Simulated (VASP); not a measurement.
# ZnS (I-4m2) in VASP: notebook

ZnS is run at these levels: PBE; tasks: single point.

All numbers are computed with VASP 6.6.1; they aren't measurements. Logs are shortened: lines on timing, memory, paths and dates and some standing lists are left out, and cuts for length are marked.

### 1 The cell of the first run

The structure is tetragonal, space group I-4m2 (No. 119). Conventional cell: a = 3.907 Å, b = 3.907 Å, c = 5.280 Å, α = 90.00°, β = 90.00°, γ = 90.00°. Zn (site symmetry -4m2) has 4 S at 2.36 Å within 3.1 Å. Within 3.1 Å of S (site symmetry -4m2) lie 4 Zn at 2.36 Å.

### 2 Single point, PBE (strain +0.015 along x and y, -0.030 along z)

File INCAR:

```
SYSTEM = ZnS
PREC     = Accurate       ! precision mode
ENCUT    = 520            ! plane-wave cutoff, eV
EDIFF    = 1E-7           ! SCF threshold, eV
ISMEAR   = 0              ! smearing method
SIGMA    = 0.05           ! smearing width, eV
LREAL    = .FALSE.        ! projectors in reciprocal space
LASPH    = .TRUE.         ! aspherical terms in the spheres
NELM     = 60             ! most SCF steps
ALGO     = Normal         ! electronic algorithm
ISIF     = 2              ! what is computed and relaxed
LWAVE    = .FALSE.        ! write WAVECAR
LCHARG   = .FALSE.        ! write CHGCAR
GGA      = PE             ! functional
NBANDS   = 16             ! bands
```

File KPOINTS:

```
regular mesh
0
G
  8 8 8
  0 0 0
```

File POSCAR:

```
ZnS
1.0
    0.0000000000      2.7623874444      2.6399170651
    2.7623874444      0.0000000000      2.6399170651
    2.7623874444      2.7623874444      0.0000000000
Zn S
1 1
Direct
    0.0000000000      0.0000000000      0.0000000000
    0.7500000000      0.7500000000      0.7500000000
```

Potentials or basis: VASP PAW PBE potentials, release 64 (Zn, S).

On the command line:

```console
$ cat potpaw_PBE.64/Zn/POTCAR potpaw_PBE.64/S/POTCAR > POTCAR
$ mpirun -np 1 vasp_std > vasp.out
```

OUTCAR:

```text
SYSTEM = ZnS
   PREC = Accurate
   ENCUT = 520
   EDIFF = 1E-7
   ISMEAR = 0
   LREAL = .FALSE.
   LASPH = .TRUE.
   NELM = 60
   ISIF = 2
   GGA = PE

 ion  position               nearest neighbor table
   1  0.000  0.000  0.000-   2 2.36   2 2.36   2 2.36   2 2.36
   2  0.750  0.750  0.750-   1 2.36   1 2.36   1 2.36   1 2.36

  LATTYP: Found a body centered tetragonal cell.
 ALAT       =     3.9066057884
 C/A-ratio  =     1.3515144389

  Lattice vectors:

 A1 = (   0.0000000000,  -2.7623874444,  -2.6399170651)
 A2 = (   0.0000000000,   2.7623874444,  -2.6399170651)
 A3 = (   2.7623874444,   0.0000000000,   2.6399170651)

Analysis of symmetry for initial positions (statically):
=====================================================================
 Subroutine PRICEL returns:
 Original cell was already a primitive cell.

 Routine SETGRP: Setting up the symmetry group for a
 body centered tetragonal supercell.

 Subroutine GETGRP returns: Found  8 space group operations
 (whereof  8 operations were pure point group operations)
 out of a pool of 16 trial point group operations.

The static configuration has the point symmetry D_2d.

Analysis of symmetry for dynamics (positions and initial velocities):
=====================================================================
 Subroutine PRICEL returns:
 Original cell was already a primitive cell.

 Routine SETGRP: Setting up the symmetry group for a
 body centered tetragonal supercell.

 Subroutine GETGRP returns: Found  8 space group operations
 (whereof  8 operations were pure point group operations)
 out of a pool of 16 trial point group operations.

The dynamic configuration has the point symmetry D_2d.

 Subroutine INISYM returns: Found  8 space group operations
 (whereof  8 operations are pure point group operations),
 and found     1 'primitive' translations

----------------------------------------------------------------------------------------

                                     Primitive cell

  volume of cell :      40.2893

  direct lattice vectors                    reciprocal lattice vectors
     0.000000000  2.762387444  2.639917065    -0.181002850  0.181002850  0.189399889
     2.762387444  0.000000000  2.639917065     0.181002850 -0.181002850  0.189399889
     2.762387444  2.762387444  0.000000000     0.181002850  0.181002850 -0.189399889

  length of vectors
     3.820987635  3.820987635  3.906605788     0.318427985  0.318427985  0.318427985

  position of ions in fractional coordinates (direct lattice)
     0.000000000  0.000000000  0.000000000
     0.750000000  0.750000000  0.750000000

  ion indices of the primitive-cell ions
   primitive index   ion index
                 1           1
                 2           2

----------------------------------------------------------------------------------------

 KPOINTS: regular mesh

Automatic generation of k-mesh.
 Grid dimensions read from file:
 generate k-points for:    8    8    8

 Generating k-lattice:

  Cartesian coordinates                     Fractional coordinates (reciprocal lattice)
    -0.022625356  0.022625356  0.023674986     0.125000000 -0.000000000  0.000000000
     0.022625356 -0.022625356  0.023674986    -0.000000000  0.125000000  0.000000000
     0.022625356  0.022625356 -0.023674986     0.000000000  0.000000000  0.125000000

  Length of vectors
     0.039803498  0.039803498  0.039803498

  Shift w.r.t. Gamma in fractional coordinates (k-lattice)
     0.000000000  0.000000000  0.000000000

 Subroutine IBZKPT returns following result:
 ===========================================

 Found     59 irreducible k-points:

 Following reciprocal coordinates:
            Coordinates               Weight
  0.000000  0.000000  0.000000      1.000000
  0.125000 -0.000000  0.000000      8.000000
  0.250000 -0.000000  0.000000      8.000000
  0.375000 -0.000000  0.000000      8.000000
  0.500000 -0.000000  0.000000      4.000000
  0.125000  0.125000  0.000000      2.000000
[... 16 lines left out ...]
  0.250000  0.000000  0.125000     16.000000
  0.375000  0.000000  0.125000     16.000000
 [... further k-points ...]
   k-points           NKPTS =     59   k-points in BZ     NKDIM =     59   number of bands    NBANDS=     16
   number of dos      NEDOS =    301   number of ions     NIONS =      2
   total plane-waves  NPLWV =  23520
   dimension x,y,z NGX =    28 NGY =   28 NGZ =   30
   dimension x,y,z NGXF=    56 NGYF=   56 NGZF=   60
   ions per type =               1   1
   NGX,Y,Z   is equivalent  to a cutoff of  12.18, 12.18, 12.77 a.u.
   NGXF,Y,Z  is equivalent  to a cutoff of  24.36, 24.36, 25.53 a.u.
 SYSTEM =  ZnS
   PREC   = accura    normal or accurate (medium, high low for compatibility)
   ISTART =      0    job   : 0-new  1-cont  2-samecut
   ICHARG =      2    charge: 1-file 2-atom 10-const
   ISPIN  =      1    spin polarized calculation?
   LNONCOLLINEAR =      F non collinear calculations
   LSORBIT =      F    spin-orbit coupling
   LASPH  =      T    aspherical Exc in radial PAW
   ENCUT  =  520.0 eV  38.22 Ry    6.18 a.u.   7.10  7.10  7.26*2*pi/ulx,y,z
   NELM   =     60;   NELMIN=  2; NELMDL= -5     # of ELM steps
   EDIFF  = 0.1E-06   stopping-criterion for ELM
   LREAL  =      F    real-space projection
   EDIFFG = 0.1E-05   stopping-criterion for IOM
   NSW    =      0    number of steps for IOM
   IBRION =     -1    ionic relax: 0-MD 1-quasi-New 2-CG
   NFREE  =      0    steps in history (QN), initial steepest desc. (CG)
   ISIF   =      2    stress and relaxation
   ISYM   =      2    0-nonsym 1-usesym 2-fastsym
   POTIM  = 0.5000    time-step for ionic-motion
   TEBEG  =    0.0;   TEEND  =   0.0 temperature during run
   PSTRESS=    0.0 pullay stress
   NELECT =      18.0000    total number of electrons
   NUPDOWN=      -1.0000    fix difference up-down
   EMIN   =  10.00;   EMAX   =-10.00  energy-range for DOS
   EFERMI =   0.00;   METHOD = LEGACY
   ISMEAR =     0;   SIGMA  =   0.05  broadening in eV -4-tet -1-fermi 0-gaus
   EFERMI_NEDOS =   21; number of points for ismear=-14 and -15
   IALGO  =     38    algorithm
   IMIX   =      4    mixing-type and parameters
     AMIX     =   0.40;   BMIX     =  1.00
     AMIX_MAG =   1.60;   BMIX_MAG =  1.00
  volume/ion in A,a.u.               =      20.14       135.94
  Fermi-wavevector in a.u.,A,eV,Ry     =   1.251514  2.365019 21.310645  1.566288
  Thomas-Fermi vector in A             =   2.385458
   LORBIT       =      0    0 simple, 1 ext, 2 COOP (PROOUT), +10 PAW based schemes
   GGA     = PE    functional components
   LHFCALC =     F    Hartree Fock is set to
   AEXX    =    0.0000 exact exchange contribution
   IVDW    =     0    specifies the selected vdW correction
   LEPSILON=     F    determine dielectric tensor
   LRPA    =     F    only Hartree local field effects (RPA)
 non-spin polarized calculation
 Gauss-broadening in eV      SIGMA  =   0.05
  energy-cutoff  :      520.00
  volume of cell :       40.29
 maximum number of plane-waves:      1098
   NGX = 15   NGY = 15   NGZ = 15

 number of electron      18.0000008 magnetization

 Free energy of the ion-electron system (eV)
  ---------------------------------------------------
  ext. energy  EPLUGINS =         0.00000000
  ---------------------------------------------------
  free energy    TOTEN  =        -6.84565588 eV

  energy without entropy =       -6.84565588  energy(sigma->0) =       -6.84565588

 E-fermi :   2.2568     XC(G=0):  -9.5337

 val. band max:        2.0056966395   @ k =   0.0000   0.0000   0.0000
 cond. band min:       3.9280113997   @ k =   0.0000   0.0000   0.0000
 fundamental gap:      1.9223147602
 Fermi energy:         2.2567842165

 k-point     1 :       0.0000    0.0000    0.0000
  band No.  band energies     occupation
      1     -11.0788      2.00000
      2      -4.3500      2.00000
      3      -4.3500      2.00000
      4      -4.3255      2.00000
      5      -3.8771      2.00000
      6      -3.8660      2.00000
[... 8 lines left out ...]
     15      13.6110      0.00000
     16      14.0209      0.00000

 k-point     2 :       0.1250   -0.0000    0.0000
  band No.  band energies     occupation
      1     -10.9662      2.00000
      2      -4.3436      2.00000
      3      -4.3310      2.00000
      4      -4.3085      2.00000
      5      -3.8772      2.00000
      6      -3.8688      2.00000
[... 8 lines left out ...]
     15      13.2733      0.00000
     16      14.4959      0.00000

 k-point     3 :       0.2500   -0.0000    0.0000
  band No.  band energies     occupation
      1     -10.6725      2.00000
      2      -4.2954      2.00000
      3      -4.2903      2.00000
      4      -4.2602      2.00000
      5      -3.8696      2.00000
      6      -3.8695      2.00000
[... 8 lines left out ...]
     15      12.9159      0.00000
     16      14.1611      0.00000

 k-point     4 :       0.3750   -0.0000    0.0000
  band No.  band energies     occupation
      1     -10.3403      2.00000
      2      -4.2595      2.00000
      3      -4.2298      2.00000
      4      -4.0736      2.00000
      5      -3.8577      2.00000
      6      -3.8479      2.00000
[... 8 lines left out ...]
     15      14.0337      0.00000
     16      14.0663      0.00000

 k-point     5 :       0.5000   -0.0000    0.0000
  band No.  band energies     occupation
      1     -10.1883      2.00000
      2      -4.2502      2.00000
      3      -4.2162      2.00000
      4      -3.8558      2.00000
      5      -3.8340      2.00000
      6      -3.6770      2.00000
[... 8 lines left out ...]
     15      15.0649      0.00000
     16      15.4518      0.00000

 k-point     6 :       0.1250    0.1250    0.0000
  band No.  band energies     occupation
      1     -10.9208      2.00000
      2      -4.3451      2.00000
      3      -4.3141      2.00000
      4      -4.3141      2.00000
      5      -3.8799      2.00000
      6      -3.8650      2.00000
[... 8 lines left out ...]
     15      13.5078      0.00000
     16      15.1057      0.00000

 k-point     7 :       0.2500    0.1250    0.0000
  band No.  band energies     occupation
      1     -10.6809      2.00000
      2      -4.3387      2.00000
      3      -4.2697      2.00000
      4      -4.2622      2.00000
      5      -3.8866      2.00000
      6      -3.8520      2.00000
[... 8 lines left out ...]
     15      13.6410      0.00000
     16      15.4557      0.00000

 k-point     8 :       0.3750    0.1250    0.0000
  band No.  band energies     occupation
      1     -10.3562      2.00000
      2      -4.2609      2.00000
      3      -4.2318      2.00000
      4      -4.1599      2.00000
      5      -3.8595      2.00000
      6      -3.8353      2.00000
[... 8 lines left out ...]
     15      14.6166      0.00000
     16      14.9916      0.00000

 k-point     9 :       0.5000    0.1250    0.0000
  band No.  band energies     occupation
      1     -10.1427      2.00000
      2      -4.2194      2.00000
      3      -4.2190      2.00000
      4      -3.9379      2.00000
      5      -3.8318      2.00000
      6      -3.6930      2.00000
[... 8 lines left out ...]
     15      15.4230      0.00000
     16      15.4929      0.00000
[... 172 lines left out ...]
 k-point    19 :       0.5000    0.3750    0.0000
  band No.  band energies     occupation
      1      -9.8989      2.00000
      2      -4.3142      2.00000
      3      -4.0576      2.00000
      4      -4.0392      2.00000
      5      -3.8064      2.00000
      6      -3.6445      2.00000
[... 8 lines left out ...]
     15      15.5062      0.00000
     16      16.6576      0.00000

 k-point    20 :      -0.3750    0.3750    0.0000
  band No.  band energies     occupation
      1      -9.8863      2.00000
      2      -4.2496      2.00000
      3      -4.0845      2.00000
      4      -3.9833      2.00000
      5      -3.8319      2.00000
      6      -3.5225      2.00000
[... 8 lines left out ...]
     15      14.2551      0.00000
     16      17.7350      0.00000

 k-point    21 :       0.5000    0.5000    0.0000
  band No.  band energies     occupation
      1      -9.8425      2.00000
      2      -4.3488      2.00000
      3      -4.0244      2.00000
      4      -4.0244      2.00000
      5      -3.7941      2.00000
      6      -3.6166      2.00000
[... 8 lines left out ...]
     15      15.5049      0.00000
     16      16.3361      0.00000

 k-point    22 :       0.1250    0.0000    0.1250
  band No.  band energies     occupation
      1     -10.9325      2.00000
      2      -4.3656      2.00000
      3      -4.3139      2.00000
      4      -4.2862      2.00000
      5      -3.8904      2.00000
      6      -3.8591      2.00000
[... 8 lines left out ...]
     15      13.9217      0.00000
     16      14.9113      0.00000

 k-point    23 :       0.2500    0.0000    0.1250
  band No.  band energies     occupation
      1     -10.7014      2.00000
      2      -4.3523      2.00000
      3      -4.2689      2.00000
      4      -4.2374      2.00000
      5      -3.8972      2.00000
      6      -3.8509      2.00000
[... 8 lines left out ...]
     15      13.8486      0.00000
     16      15.6081      0.00000

 k-point    24 :       0.3750    0.0000    0.1250
  band No.  band energies     occupation
      1     -10.3775      2.00000
      2      -4.2784      2.00000
      3      -4.2126      2.00000
      4      -4.1461      2.00000
      5      -3.8747      2.00000
      6      -3.8397      2.00000
[... 8 lines left out ...]
     15      14.4273      0.00000
     16      15.0496      0.00000

 [... further k-points ...]
[... 5 lines left out ...]
  --------------------------------------------------------------------------------------
  -------------------------------------------------------------------------------------
  Total       -0.0992738     -0.0992738      0.3286360      0.0000000     -0.0000000      0.0000000
  in kB       -3.9478044     -3.9478044     13.0688148      0.0000000     -0.0000000      0.0000000
  external PRESSURE =       1.7244020 kB  Pullay stress =       0.0000000 kB

 VOLUME and BASIS-vectors are now :
 -----------------------------------------------------------------------------
  energy-cutoff  :      520.00
  volume of cell :       40.29
      direct lattice vectors                 reciprocal lattice vectors
     0.000000000  2.762387444  2.639917065    -0.181002850  0.181002850  0.189399889
     2.762387444  0.000000000  2.639917065     0.181002850 -0.181002850  0.189399889
     2.762387444  2.762387444  0.000000000     0.181002850  0.181002850 -0.189399889

 POSITION                                       TOTAL-FORCE (eV/Angst)
 -----------------------------------------------------------------------------------
      0.00000      0.00000      0.00000         0.000000      0.000000      0.000000
      4.14358      4.14358      3.95988        -0.000000     -0.000000      0.000000
 -----------------------------------------------------------------------------------
    total drift:                               -0.000001     -0.000001      0.000011

  FREE ENERGIE OF THE ION-ELECTRON SYSTEM (eV)
  ---------------------------------------------------
  free  energy   TOTEN  =        -6.8456558833 eV

  energy  without entropy=       -6.8456558833  energy(sigma->0) =       -6.84565588
```

Wall time 39 s (1 thread of Intel Xeon 8259CL, shared host); peak memory 0.18 GiB.

What came out:

```
Free energy            : -6.8457 eV
Pressure               : 0.2 GPa
Band gap on the k mesh : 1.92 eV
```

Stress tensor (GPa, compression positive):
```
-0.39  0.00  0.00
 0.00 -0.39  0.00
 0.00  0.00  1.31
```

Caveat: the cell differs from its parent crystal (strain +0.015 along x and y, -0.030 along z).

### 3 Single point, PBE (strain +0.030 along x and y, -0.030 along z)

File INCAR:

```
SYSTEM = ZnS
  PREC = Accurate
  ENCUT = 520
  EDIFF = 1E-7
  ISMEAR = 0
  SIGMA = 0.05
  LREAL = .False.
  LASPH = .True.
  NELM = 100
  ALGO = Normal
  ISIF = 2
  LWAVE = .False.
  LCHARG = .False.
  GGA = PE
  NBANDS = 16
```

File KPOINTS:

```
Automatic mesh
0
Gamma
  8 8 8
  0 0 0
```

File POSCAR:

```
ZnS
1.0
    0.0000000000      2.8032109041      2.6399170651
    2.8032109041      0.0000000000      2.6399170651
    2.8032109041      2.8032109041      0.0000000000
Zn S
1 1
Direct
    0.0000000000      0.0000000000      0.0000000000
    0.7500000000      0.7500000000      0.7500000000
```

Potentials or basis: VASP PAW PBE potentials, release 64 (Zn, S).

On the command line:

```console
$ cat potpaw_PBE.64/Zn/POTCAR potpaw_PBE.64/S/POTCAR > POTCAR
$ mpirun -np 1 vasp_std > vasp.out
```

Run time: 56 s. Hardware: 1 thread of Intel Xeon 8259CL, shared host; peak memory 0.19 GiB.

Results (log left out):

```
Free energy            : -6.8346 eV
Pressure               : -1.8 GPa
Band gap on the k mesh : 1.77 eV
```

Stress tensor (GPa, compression positive):
```
-2.55  0.00  0.00
 0.00 -2.55  0.00
 0.00  0.00 -0.30
```

Levels at points of the mesh, in eV from the valence-band top:
| k point | band 5 | band 6 | band 7 | band 8 | band 9 | band 10 | band 11 | band 12 | band 13 | band 14 |
| --- | --- | --- | --- | --- | --- | --- | --- | --- | --- | --- |
| (0.00, 0.00, 0.00) | -5.84 | -5.82 | -0.18 | -0.18 | 0.00 | 1.77 | 6.33 | 6.34 | 6.34 | 11.11 |
| (0.50, 0.00, 0.00) | -5.79 | -5.65 | -5.07 | -1.06 | -0.76 | 3.05 | 6.60 | 7.14 | 8.58 | 11.78 |
| (0.50, 0.50, 0.00) | -5.76 | -5.57 | -4.24 | -2.35 | -2.35 | 3.24 | 3.58 | 10.93 | 11.43 | 11.43 |
| (0.50, 0.00, 0.50) | -5.77 | -5.66 | -4.58 | -2.10 | -1.99 | 3.50 | 4.15 | 10.28 | 11.20 | 11.64 |

Caveat: the cell differs from its parent crystal (strain +0.030 along x and y, -0.030 along z).

[end of part 1 of 2]
